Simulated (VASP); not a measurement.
# BN (Cm) in VASP: single point with PBEsol

Aim: the single point of BN with PBEsol.

All numbers are computed with VASP 6.6.1; they aren't measurements. Logs are shortened: lines on timing, memory, paths and dates and some standing lists are left out, and cuts for length are marked.

### Step 1. The cell of the first run

The structure is monoclinic, space group Cm (No. 8). The conventional cell has a = 4.401 Å, b = 2.541 Å, c = 12.800 Å, α = 90.00°, β = 99.90°, γ = 90.00°. B (site symmetry m) has 4 N at 1.56 to 1.57 Å within 2.1 Å. B (site symmetry m) has 4 N at 1.56 to 1.57 Å within 2.1 Å. B (site symmetry m) has 4 N at 1.56 to 1.57 Å within 2.1 Å. Within 2.1 Å of B (site symmetry m) lie 5 N at 1.56 to 2.02 Å. B (site symmetry m) has 4 N at 1.56 to 1.57 Å within 2.1 Å. B (site symmetry m) has 4 N at 1.56 to 1.57 Å within 2.1 Å. Within 2.1 Å of N (site symmetry m) lie 4 B at 1.56 to 1.57 Å. Within 2.1 Å of N (site symmetry m) lie 4 B at 1.56 to 1.57 Å.

### Step 2. Single point, PBEsol

The input, INCAR:

```
ALGO = Normal
EDIFF = 1E-6
ENCUT = 600
GGA = PS
GGA_COMPAT = False
ISIF = 2
ISMEAR = 0
ISYM = 0
LASPH = True
LCHARG = False
LREAL = False
LWAVE = False
NBANDS = 36
NELM = 120
PREC = Accurate
SIGMA = 0.05
```

The input, KPOINTS:

```
k-points
0
Gamma
  10 10 2
```

The input, POSCAR:

```
BN
1.0
   -2.5410113134      0.0000000000      0.0000000000
   -1.2705056567     -2.2005803487      0.0000000000
   -1.2705056567      0.0000000000     12.6098865131
B N
6 6
Direct
    0.5521445007      0.6666666667      0.2290443320
    0.3854778340      0.6666666667      0.5623776653
    0.2188111673      0.6666666667      0.8957109987
    0.3021445007      0.3333333333      0.0623776653
    0.1354778340      0.3333333333      0.3957109987
   -0.0311888327      0.3333333333      0.7290443320
    0.6145554993      0.6666666667      0.1042223347
    0.4478888327      0.6666666667      0.4375556680
    0.2812221660      0.6666666667      0.7708890013
   -0.1354445007      0.3333333333      0.9375556680
    0.1978888327      0.3333333333      0.2708890013
    0.0312221660      0.3333333333      0.6042223347
```

Potentials or basis: VASP PAW PBE potentials, release 64 (B, N).

Started as:

```sh
$ cat potpaw_PBE.64/B/POTCAR potpaw_PBE.64/N/POTCAR > POTCAR
$ mpirun -np 1 vasp_std > vasp.out
```

OUTCAR:

```text
EDIFF = 1E-6
   ENCUT = 600
   GGA = PS
   ISIF = 2
   ISMEAR = 0
   ISYM = 0
   LASPH = True
   LREAL = False
   NELM = 120
   PREC = Accurate

 ion  position               nearest neighbor table
   1  0.552  0.667  0.229-  11 1.56  11 1.56  11 1.56   7 1.57
   2  0.385  0.667  0.562-  12 1.56  12 1.56  12 1.56   8 1.57
   3  0.219  0.667  0.896-  10 1.56  10 1.56  10 1.56   9 1.57
   4  0.302  0.333  0.062-   7 1.56   7 1.56   7 1.56
   5  0.135  0.333  0.396-   8 1.56   8 1.56   8 1.56  11 1.57
   6  0.969  0.333  0.729-   9 1.56   9 1.56   9 1.56  12 1.57
   7  0.615  0.667  0.104-   4 1.56   4 1.56   4 1.56   1 1.57
   8  0.448  0.667  0.438-   5 1.56   5 1.56   5 1.56   2 1.57
   9  0.281  0.667  0.771-   6 1.56   6 1.56   6 1.56   3 1.57
  10  0.865  0.333  0.938-   3 1.56   3 1.56   3 1.56
  11  0.198  0.333  0.271-   1 1.56   1 1.56   1 1.56   5 1.57
  12  0.031  0.333  0.604-   2 1.56   2 1.56   2 1.56   6 1.57

IMPORTANT INFORMATION: All symmetrisations will be switched off!
NOSYMM: (Re-)initialisation of all symmetry stuff for point group C_1.

----------------------------------------------------------------------------------------

                                     Primitive cell

  volume of cell :      70.5107

  direct lattice vectors                    reciprocal lattice vectors
    -2.541011313  0.000000000  0.000000000    -0.393544096  0.227212790 -0.039651427
    -1.270505657 -2.200580349  0.000000000     0.000000000 -0.454425579  0.000000000
    -1.270505657  0.000000000 12.609886513     0.000000000  0.000000000  0.079302855

  length of vectors
     2.541011313  2.541011313 12.673729621     0.456152215  0.454425579  0.079302855

  position of ions in fractional coordinates (direct lattice)
     0.552144501  0.666666667  0.229044332
     0.385477834  0.666666667  0.562377665
     0.218811167  0.666666667  0.895710999
     0.302144501  0.333333333  0.062377665
     0.135477834  0.333333333  0.395710999
     0.968811167  0.333333333  0.729044332
     0.614555499  0.666666667  0.104222335
     0.447888833  0.666666667  0.437555668
     0.281222166  0.666666667  0.770889001
     0.864555499  0.333333333  0.937555668
     0.197888833  0.333333333  0.270889001
     0.031222166  0.333333333  0.604222335

  ion indices of the primitive-cell ions
   primitive index   ion index
                 1           1
                 2           2
                 3           3
                 4           4
                 5           5
                 6           6
                 7           7
                 8           8
                 9           9
                10          10
                11          11
                12          12

----------------------------------------------------------------------------------------

 KPOINTS: k-points

Automatic generation of k-mesh.
 Grid dimensions read from file:
 generate k-points for:   10   10    2

 Generating k-lattice:

  Cartesian coordinates                     Fractional coordinates (reciprocal lattice)
    -0.039354410  0.022721279 -0.003965143     0.100000000  0.000000000  0.000000000
     0.000000000 -0.045442558  0.000000000     0.000000000  0.100000000  0.000000000
     0.000000000  0.000000000  0.039651427     0.000000000  0.000000000  0.500000000

  Length of vectors
     0.045615221  0.045442558  0.039651427

  Shift w.r.t. Gamma in fractional coordinates (k-lattice)
     0.000000000  0.000000000  0.000000000

 -----------------------------------------------------------------------------
|                                                                             |
|           W    W    AA    RRRRR   N    N  II  N    N   GGGG   !!!           |
|           W    W   A  A   R    R  NN   N  II  NN   N  G    G  !!!           |
|           W    W  A    A  R    R  N N  N  II  N N  N  G       !!!           |
|           W WW W  AAAAAA  RRRRR   N  N N  II  N  N N  G  GGG   !            |
|           WW  WW  A    A  R   R   N   NN  II  N   NN  G    G                |
|           W    W  A    A  R    R  N    N  II  N    N   GGGG   !!!           |
|                                                                             |
|     Your reciprocal lattice and k-lattice belong to different lattice       |
|     classes:                                                                |
|                                                                             |
|        The reciprocal lattice is body-centered orthorhombic,                |
|        whereas your k-lattice is base-centered monoclinic.                  |
|                                                                             |
|     Results are often still useful ...                                      |
|                                                                             |
 -----------------------------------------------------------------------------

 WARNING: IBZKPT: internal override: KBLOWUP is changed to .FALSE.
      ... skipping the blow-up phase ...

 Subroutine IBZKPT returns following result:
 ===========================================

 Found    104 irreducible k-points:

 Following reciprocal coordinates:
            Coordinates               Weight
  0.000000  0.000000  0.000000      1.000000
  0.100000  0.000000  0.000000      2.000000
  0.200000  0.000000  0.000000      2.000000
  0.300000 -0.000000  0.000000      2.000000
  0.400000  0.000000  0.000000      2.000000
  0.500000  0.000000  0.000000      1.000000
[... 16 lines left out ...]
 -0.400000  0.200000 -0.000000      2.000000
 -0.300000  0.200000 -0.000000      2.000000
 [... further k-points ...]
   k-points           NKPTS =    104   k-points in BZ     NKDIM =    104   number of bands    NBANDS=     36
   number of dos      NEDOS =    301   number of ions     NIONS =     12
   total plane-waves  NPLWV =  43200
   dimension x,y,z NGX =    20 NGY =   20 NGZ =  108
   dimension x,y,z NGXF=    40 NGYF=   40 NGZF=  216
   ions per type =               6   6
   NGX,Y,Z   is equivalent  to a cutoff of  13.09, 13.09, 14.17 a.u.
   NGXF,Y,Z  is equivalent  to a cutoff of  26.17, 26.17, 28.33 a.u.
 SYSTEM =  unknown system
   PREC   = accura    normal or accurate (medium, high low for compatibility)
   ISTART =      0    job   : 0-new  1-cont  2-samecut
   ICHARG =      2    charge: 1-file 2-atom 10-const
   ISPIN  =      1    spin polarized calculation?
   LNONCOLLINEAR =      F non collinear calculations
   LSORBIT =      F    spin-orbit coupling
   LASPH  =      T    aspherical Exc in radial PAW
   ENCUT  =  600.0 eV  44.10 Ry    6.64 a.u.   5.08  5.08 25.31*2*pi/ulx,y,z
   NELM   =    120;   NELMIN=  2; NELMDL= -5     # of ELM steps
   EDIFF  = 0.1E-05   stopping-criterion for ELM
   LREAL  =      F    real-space projection
   EDIFFG = 0.1E-04   stopping-criterion for IOM
   NSW    =      0    number of steps for IOM
   IBRION =     -1    ionic relax: 0-MD 1-quasi-New 2-CG
   NFREE  =      0    steps in history (QN), initial steepest desc. (CG)
   ISIF   =      2    stress and relaxation
   ISYM   =      0    0-nonsym 1-usesym 2-fastsym
   POTIM  = 0.5000    time-step for ionic-motion
   TEBEG  =    0.0;   TEEND  =   0.0 temperature during run
   PSTRESS=    0.0 pullay stress
   NELECT =      48.0000    total number of electrons
   NUPDOWN=      -1.0000    fix difference up-down
   EMIN   =  10.00;   EMAX   =-10.00  energy-range for DOS
   EFERMI =   0.00;   METHOD = LEGACY
   ISMEAR =     0;   SIGMA  =   0.05  broadening in eV -4-tet -1-fermi 0-gaus
   EFERMI_NEDOS =   21; number of points for ismear=-14 and -15
   IALGO  =     38    algorithm
   IMIX   =      4    mixing-type and parameters
     AMIX     =   0.40;   BMIX     =  1.00
     AMIX_MAG =   1.60;   BMIX_MAG =  1.00
  volume/ion in A,a.u.               =       5.88        39.65
  Fermi-wavevector in a.u.,A,eV,Ry     =   1.440136  2.721463 28.218379  2.073992
  Thomas-Fermi vector in A             =   2.558914
   LORBIT       =      0    0 simple, 1 ext, 2 COOP (PROOUT), +10 PAW based schemes
   GGA     = PS    functional components
   LHFCALC =     F    Hartree Fock is set to
   AEXX    =    0.0000 exact exchange contribution
   IVDW    =     0    specifies the selected vdW correction
   LEPSILON=     F    determine dielectric tensor
   LRPA    =     F    only Hartree local field effects (RPA)
 non-spin polarized calculation
 Gauss-broadening in eV      SIGMA  =   0.05
  energy-cutoff  :      600.00
  volume of cell :       70.51
 maximum number of plane-waves:      2372
   NGX = 11   NGY = 11   NGZ = 51

 number of electron      47.9999997 magnetization

 Free energy of the ion-electron system (eV)
  ---------------------------------------------------
  ext. energy  EPLUGINS =         0.00000000
  ---------------------------------------------------
  free energy    TOTEN  =      -107.17892737 eV

  energy without entropy =     -107.17892737  energy(sigma->0) =     -107.17892737

 E-fermi :   8.2025     XC(G=0): -13.0601

 val. band max:        7.8948470234   @ k =   0.0000   0.0000   0.0000
 cond. band min:      10.5005750528   @ k =   0.5000   0.0000   0.5000
 fundamental gap:      2.6057280294
 Fermi energy:         8.2024711118

 k-point     1 :       0.0000    0.0000    0.0000
  band No.  band energies     occupation
      1     -12.9622      2.00000
      2     -12.2619      2.00000
      3     -12.0643      2.00000
      4     -10.4015      2.00000
      5     -10.2081      2.00000
      6      -8.5434      2.00000
[... 28 lines left out ...]
     35      17.3884      0.00000
     36      17.4186      0.00000

 k-point     2 :       0.1000    0.0000    0.0000
  band No.  band energies     occupation
      1     -12.7426      2.00000
      2     -12.0635      2.00000
      3     -11.8271      2.00000
      4     -10.2547      2.00000
      5      -9.9533      2.00000
      6      -8.3759      2.00000
[... 28 lines left out ...]
     35      17.7828      0.00000
     36      17.8697      0.00000

 k-point     3 :       0.2000    0.0000    0.0000
  band No.  band energies     occupation
      1     -12.0947      2.00000
      2     -11.4655      2.00000
      3     -11.1424      2.00000
      4      -9.7666      2.00000
      5      -9.2770      2.00000
      6      -7.9031      2.00000
[... 28 lines left out ...]
     35      18.6423      0.00000
     36      18.9783      0.00000

 k-point     4 :       0.3000   -0.0000    0.0000
  band No.  band energies     occupation
      1     -11.0625      2.00000
      2     -10.4986      2.00000
      3     -10.0775      2.00000
      4      -8.9756      2.00000
      5      -8.3172      2.00000
      6      -7.2526      2.00000
[... 28 lines left out ...]
     35      18.9314      0.00000
     36      19.2402      0.00000

 k-point     5 :       0.4000    0.0000    0.0000
  band No.  band energies     occupation
      1      -9.7875      2.00000
      2      -9.3040      2.00000
      3      -8.8070      2.00000
      4      -8.1317      2.00000
      5      -7.4455      2.00000
      6      -6.7815      2.00000
[... 655 lines left out ...]
 k-point    22 :       0.5000    0.2000    0.0000
  band No.  band energies     occupation
      1      -9.2732      2.00000
      2      -8.8095      2.00000
      3      -8.3094      2.00000
      4      -7.7631      2.00000
      5      -7.1342      2.00000
      6      -6.5052      2.00000
[... 28 lines left out ...]
     35      19.6936      0.00000
     36      20.1187      0.00000

 k-point    23 :      -0.4000    0.2000   -0.0000
  band No.  band energies     occupation
      1      -8.4974      2.00000
      2      -8.0614      2.00000
      3      -7.6863      2.00000
      4      -7.4560      2.00000
      5      -7.1396      2.00000
      6      -6.4736      2.00000
[... 28 lines left out ...]
     35      19.8033      0.00000
     36      20.1344      0.00000

 k-point    24 :      -0.3000    0.2000   -0.0000
  band No.  band energies     occupation
      1      -9.2669      2.00000
      2      -8.7762      2.00000
      3      -8.3722      2.00000
      4      -7.7049      2.00000
      5      -7.1913      2.00000
      6      -6.5685      2.00000
[... 28 lines left out ...]
     35      19.7666      0.00000
     36      20.1914      0.00000

 [... further k-points ...]

------------------------ aborting loop because EDIFF is reached ----------------------------------------

  FORCE on cell =-STRESS in cart. coord.  units (eV):
  Direction    XX          YY          ZZ          XY          YZ          ZX
  --------------------------------------------------------------------------------------
  -------------------------------------------------------------------------------------
  Total       -4.5652986      1.0104187      5.5399299      0.0000092     -3.4725528      0.0001481
  in kB     -103.7348687     22.9592104    125.8809024      0.0002099    -78.9049837      0.0033647
  external PRESSURE =      15.0350814 kB  Pullay stress =       0.0000000 kB

 VOLUME and BASIS-vectors are now :
 -----------------------------------------------------------------------------
  energy-cutoff  :      600.00
  volume of cell :       70.51
      direct lattice vectors                 reciprocal lattice vectors
    -2.541011313  0.000000000  0.000000000    -0.393544096  0.227212790 -0.039651427
    -1.270505657 -2.200580349  0.000000000     0.000000000 -0.454425579  0.000000000
    -1.270505657  0.000000000 12.609886513     0.000000000  0.000000000  0.079302855

 POSITION                                       TOTAL-FORCE (eV/Angst)
 -----------------------------------------------------------------------------------
     -2.54101     -1.46705      2.88822        -0.000001     -0.322198      0.361476
     -2.54101     -1.46705      7.09152         0.000003      0.000337      0.167733
     -2.54101     -1.46705     11.29481         0.000001     -0.717021     -0.004270
     -1.27051     -0.73353      0.78658         0.000004      0.212421      0.895670
     -1.27051     -0.73353      4.98987        -0.000001     -0.024864      0.171890
     -3.81152     -0.73353      9.19317         0.000001      0.006684      0.200311
     -2.54101     -1.46705      1.31423        -0.000027     -1.107113      0.995159
     -2.54101     -1.46705      5.51753         0.000039     -0.002838     -0.170130
     -2.54101     -1.46705      9.72082        -0.000018      0.117497     -0.439064
     -3.81152     -0.73353     11.82247         0.000036      1.889618     -1.849091
     -1.27051     -0.73353      3.41588        -0.000012     -0.054832     -0.150555
     -1.27051     -0.73353      7.61918        -0.000026      0.002309     -0.179131
 -----------------------------------------------------------------------------------
    total drift:                               -0.000012     -0.000076     -0.000231

  FREE ENERGIE OF THE ION-ELECTRON SYSTEM (eV)
  ---------------------------------------------------
  free  energy   TOTEN  =      -107.1789273733 eV

  energy  without entropy=     -107.1789273733  energy(sigma->0) =     -107.17892737
```

It took 2.7 min on 1 thread of Intel Xeon 6975P-C (Granite Rapids), shared host; peak memory 0.34 GiB.

Results:

```yaml
Free_energy: -107.1789 eV
Pressure: 1.5 GPa
Largest_force: 2.644 eV/Å
Band_gap_on_the_k_mesh: 2.61 eV (least direct gap 3.49 eV)
```

Forces on the atoms (eV/Å):
```
B    0.000 -0.322  0.361
B    0.000  0.000  0.168
B    0.000 -0.717 -0.004
B    0.000  0.212  0.896
B    0.000 -0.025  0.172
B    0.000  0.007  0.200
N    0.000 -1.107  0.995
N    0.000 -0.003 -0.170
N    0.000  0.117 -0.439
N    0.000  1.890 -1.849
N    0.000 -0.055 -0.151
N    0.000  0.002 -0.179
```

Caveat: the PAW data sets were made with another functional, which shifts forces and pressure a little. A k mesh can miss the band edges.
